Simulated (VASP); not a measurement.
# Si (P6_3/mmc) in VASP: further runs, part 2 of 2

VASP 6.6.1. The steps go on from the part before.

## (4) Single point, LDA (strained cell)

Input file INCAR:

```
SYSTEM = Si
PREC = Accurate ; ENCUT = 520
EDIFF = 1E-7 ; ISMEAR = 0
SIGMA = 0.02 ; LREAL = .FALSE.
LASPH = .TRUE. ; NELM = 80
ALGO = Normal ; ISIF = 2
LWAVE = .FALSE. ; LCHARG = .FALSE.
GGA = CA ; NBANDS = 16
```

Input file KPOINTS:

```
Automatic mesh
0
G
  9 9 6
  0 0 0
```

Input file POSCAR:

```
Si
1.0
    3.8211964665      0.0000000000      0.0000000000
   -1.9105982332      3.3092532128      0.0000000000
    0.0000000000      0.0000000000      6.2775371897
Si
4
Direct
    0.3333333333      0.6666666667     -0.0004288528
    0.6666666667      0.3333333333      0.4995711472
    0.3333333333      0.6666666667      0.3744288528
    0.6666666667      0.3333333333      0.8744288528
```

Potentials or basis: VASP PAW LDA potentials, release 64 (Si).

Run with:

```
$ cat potpaw_LDA.64/Si/POTCAR > POTCAR
$ mpirun -np 1 vasp_std > vasp.out
```

OUTCAR:

```text
SYSTEM = Si
   PREC = Accurate
   ENCUT = 520
   EDIFF = 1E-7
   ISMEAR = 0
   LREAL = .FALSE.
   LASPH = .TRUE.
   NELM = 80
   ISIF = 2
   GGA = CA

 ion  position               nearest neighbor table
   1  0.333  0.667  1.000-   4 2.34   4 2.34   4 2.34   3 2.35
   2  0.667  0.333  0.500-   3 2.34   3 2.34   3 2.34   4 2.35
   3  0.333  0.667  0.374-   2 2.34   2 2.34   2 2.34   1 2.35
   4  0.667  0.333  0.874-   1 2.34   1 2.34   1 2.34   2 2.35

  LATTYP: Found a hexagonal cell.
 ALAT       =     3.8211964665
 C/A-ratio  =     1.6428197934
[... 655 lines left out ...]
  Direction    XX          YY          ZZ          XY          YZ          ZX
  --------------------------------------------------------------------------------------
  -------------------------------------------------------------------------------------
  Total       -0.5420430     -0.5420430      0.0296039     -0.0000000      0.0000000      0.0000000
  in kB      -10.9402094    -10.9402094      0.5975036     -0.0000000      0.0000000      0.0000000
  external PRESSURE =      -7.0943050 kB  Pullay stress =       0.0000000 kB

 VOLUME and BASIS-vectors are now :
 -----------------------------------------------------------------------------
  energy-cutoff  :      520.00
  volume of cell :       79.38
      direct lattice vectors                 reciprocal lattice vectors
     3.821196466  0.000000000  0.000000000     0.261698138  0.151091490  0.000000000
    -1.910598233  3.309253213  0.000000000     0.000000000  0.302182981  0.000000000
     0.000000000  0.000000000  6.277537190     0.000000000  0.000000000  0.159298140

 POSITION                                       TOTAL-FORCE (eV/Angst)
 -----------------------------------------------------------------------------------
     -0.00000      2.20617      6.27485        -0.000000     -0.000000     -0.001308
      1.91060      1.10308      3.13608         0.000000      0.000000     -0.001308
     -0.00000      2.20617      2.35049        -0.000000      0.000000      0.001308
      1.91060      1.10308      5.48926         0.000000      0.000000      0.001308
 -----------------------------------------------------------------------------------
    total drift:                               -0.000000      0.000000      0.000002

  FREE ENERGIE OF THE ION-ELECTRON SYSTEM (eV)
  ---------------------------------------------------
  free  energy   TOTEN  =       -23.7957316286 eV

  energy  without entropy=      -23.7957316286  energy(sigma->0) =      -23.79573163
```

OSZICAR:

```text
N       E                     dE             d eps       ncg     rms          rms(c)
DAV:   1     0.239977228363E+02    0.23998E+02   -0.60051E+03  1536   0.823E+02
DAV:   2    -0.223809371902E+02   -0.46379E+02   -0.42012E+02  2056   0.121E+02
DAV:   3    -0.243088000345E+02   -0.19279E+01   -0.19131E+01  2136   0.234E+01
DAV:   4    -0.243320671660E+02   -0.23267E-01   -0.23263E-01  1888   0.332E+00
DAV:   5    -0.243324893208E+02   -0.42215E-03   -0.42215E-03  2136   0.424E-01    0.716E+00
DAV:   6    -0.239632300333E+02    0.36926E+00   -0.14522E-01  1800   0.177E+00    0.429E+00
DAV:   7    -0.237955166291E+02    0.16771E+00   -0.28107E-01  1832   0.250E+00    0.301E-01
DAV:   8    -0.237957901002E+02   -0.27347E-03   -0.22773E-02  1864   0.774E-01    0.100E-01
DAV:   9    -0.237956994920E+02    0.90608E-04   -0.65849E-04  2008   0.139E-01    0.834E-02
DAV:  10    -0.237957323171E+02   -0.32825E-04   -0.67199E-05  1912   0.442E-02    0.640E-02
DAV:  11    -0.237957316122E+02    0.70487E-06   -0.46660E-06  2000   0.116E-02    0.372E-03
DAV:  12    -0.237957316286E+02   -0.16359E-07   -0.11136E-07  1568   0.191E-03
   1 F= -.23795732E+02 E0= -.23795732E+02  d E =-.477521E-12
```

stdout:

```text
POSCAR found type information on POSCAR Si
 POSCAR found :  1 types and       4 ions
 scaLAPACK will be used
 LDA part: xc-table for (Slater(with rela. corr.)+CA(PZ))
 , standard interpolation
 POSCAR, INCAR and KPOINTS ok, starting setup
 FFT: planning ... GRIDC
 FFT: planning ... GRID_SOFT
 FFT: planning ... GRID
 WAVECAR not read
 entering main loop
```

Wall time 24 s (1 thread of Intel Xeon Platinum 8559C (Emerald Rapids), shared host); peak memory 0.17 GiB.

Results:

```yaml
Free_energy: -23.7957 eV
Pressure: -0.7 GPa
Band_gap_on_the_k_mesh: 0.30 eV (least direct gap 0.91 eV)
```

Stress tensor (GPa, compression positive):
```
-1.09  0.00  0.00
 0.00 -1.09  0.00
 0.00  0.00  0.06
```

Caveat: the cell differs from its parent crystal (strained cell); semilocal functionals underestimate gaps, and a narrow one can read as zero. A k mesh can miss the band edges.

## (5) Summary

```csv
cell,gap on the mesh (eV),pressure (GPa)
"a = 3.821, b = 3.821, c = 6.270 Å, angles 90.0, 90.0, 120.0°, 4 atoms, atomic positions A",0.30,-0.6
"a = 3.821, b = 3.821, c = 6.281 Å, angles 90.0, 90.0, 120.0°, 4 atoms, atomic positions B",0.31,-0.8
"a = 3.821, b = 3.821, c = 6.278 Å, angles 90.0, 90.0, 120.0°, 4 atoms, atomic positions B",0.30,-0.7
```

Alike in all rows: task single point; level LDA; potentials or basis VASP PAW LDA potentials, release 64 (Si); no spin polarisation; k mesh 9 × 9 × 6; cutoff (eV) 520; smearing gaussian 0.02 eV.

Caveats: semilocal functionals underestimate gaps, and a narrow one can read as zero.

Absolute energies hang on the potentials; compare differences alone.
